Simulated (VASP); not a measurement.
Nb: density of states with PBE

Nb:

```xyz
1
Lattice="-1.6549 1.6549 1.6549 1.6549 -1.6549 1.6549 1.6549 1.6549 -1.6549" Properties=species:S:1:pos:R:3 pbc="T T T"
Nb    0.0000    0.0000    0.0000
```

| Item | Value |
| --- | --- |
| Program | VASP 6.6.1 |
| Task | density of states |
| Functional | PBE |
| Potentials or basis | VASP PAW PBE potentials, release 64 (Nb_sv) |
| Cutoff | 520 eV |
| k mesh | 24 × 24 × 24 |
| Occupations | gaussian, width 0.1 eV |
| Spin | no spin polarisation |
| Dipole correction | no |
| k mesh for the DOS | 36 × 36 × 36 |
| Occupations for the DOS | tetrahedron |
| Further INCAR settings | ALGO = Normal; EDIFF = 1e-06; NBANDS = 12 |

```yaml
Valence_electrons_inside_the_program's_atomic_spheres: Nb 10.71
```

Levels at points of the mesh, in eV from the Fermi level:
```tsv
k point	band 4	band 5	band 6	band 7	band 8	band 9	band 10	band 11
(0.00, 0.00, 0.00)	-29.68	-5.92	0.38	0.38	0.38	3.27	3.27	14.21
(0.50, 0.00, 0.00)	-29.69	-3.69	-1.63	2.26	3.29	3.97	6.33	11.61
(0.50, 0.50, 0.50)	-30.59	-3.67	-3.67	5.57	5.57	5.57	9.03	9.03
```

Wall time 6.1 min on 1 thread of AMD EPYC 7R13, with other jobs on the host, peak memory 0.44 GiB.
